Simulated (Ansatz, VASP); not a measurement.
**Two plane-wave programs on Li2Se**

Contents of POSCAR:

```
Li2Se
1.0
    0.0000000000      2.8191122045      2.8191122045
    2.8191122045      0.0000000000      2.8191122045
    2.8191122045      2.8191122045      0.0000000000
Li Se
2 1
Direct
    0.7500000000      0.7500000000      0.7500000000
    0.2500000000      0.2500000000      0.2500000000
    0.0000000000      0.0000000000      0.0000000000
```

INCAR.step1

```
SYSTEM = Li2Se
  PREC = Accurate
  ENCUT = 720
  ISMEAR = -1
  SIGMA = 0.03
  LREAL = .FALSE.
  LASPH = .TRUE.
  NELM = 120
  NBANDS = 13
  GGA = PE
  ALGO = Normal
  EDIFF = 1E-5
  LWAVE = .TRUE.
  LCHARG = .FALSE.
  GGA_COMPAT = .FALSE.
```

INCAR.step2

```
SYSTEM = Li2Se
  PREC = Accurate
  ENCUT = 720
  EDIFF = 1E-8
  ISMEAR = -1
  SIGMA = 0.03
  LREAL = .FALSE.
  LASPH = .TRUE.
  NELM = 120
  ALGO = Normal
  ISIF = 2
  LWAVE = .FALSE.
  LCHARG = .FALSE.
  METAGGA = R2SCAN
  LMIXTAU = .TRUE.
  LEFG = .TRUE.
  NBANDS = 13
  ISTART = 1
  GGA_COMPAT = .FALSE.
```

KPOINTS

```
Automatic mesh
0
G
  8 8 8
  0 0 0
```

Input for Ansatz:

```yaml
crystal:
  lattice:
    - [0.0, 2.8191122045, 2.8191122045]
    - [2.8191122045, 0.0, 2.8191122045]
    - [2.8191122045, 2.8191122045, 0.0]
  atoms:
    - { symbol: Li, position: [0.75, 0.75, 0.75] }
    - { symbol: Li, position: [0.25, 0.25, 0.25] }
    - { symbol: Se, position: [0.0, 0.0, 0.0] }
kpoints:
  mp_grid: { grid: [8, 8, 8] }
  band_path:
    path:
      - [0.0, 0.0, 0.0]
      - [0.5, 0.0, 0.5]
      - [0.625, 0.25, 0.625]
      - [0.375, 0.375, 0.75]
      - [0.0, 0.0, 0.0]
      - [0.5, 0.5, 0.5]
      - [0.5, 0.25, 0.75]
      - [0.5, 0.0, 0.5]
    npoints: 6
scf:
  occupations: { method: fermi_dirac, width: 0.03 }
hamiltonian:
  xc: r2scan
  pseudopotentials: { kind: paw }
output:
  forces: true
  stress: true
  eigenvalues: true
  efg: { contact_densities: true }
  populations: true
```

Change from the starting cell: volume scaled by 0.85, PAW files.

Alike in both runs: task electric field gradients; functional r2SCAN; k mesh 8 × 8 × 8; occupations fermi-dirac, width 0.03 eV; no spin polarisation.

|  | VASP | Ansatz |
| --- | --- | --- |
| version | VASP 6.6.1 | Ansatz 0.2.0 |
| potentials or method | VASP PAW PBE potentials, release 64 (Li_sv, Se) | PAW with Ansatz's default frozen-core files, scalar-relativistic |
| plane-wave cutoff (eV) | 720 | 500 |
| valence electrons in the cell | 12 | 22 |

```csv
,VASP,Ansatz,Ansatz less VASP
gap on the k mesh at the Fermi level (eV),3.28,3.29,+0.013
pressure (GPa),8.4,9.0,+0.56
```

VASP's potentials were made for PBE, not for r2SCAN. VASP's potentials hold 12 valence electrons a cell and Ansatz's 22, so a difference there can come from the potentials and not from the codes.
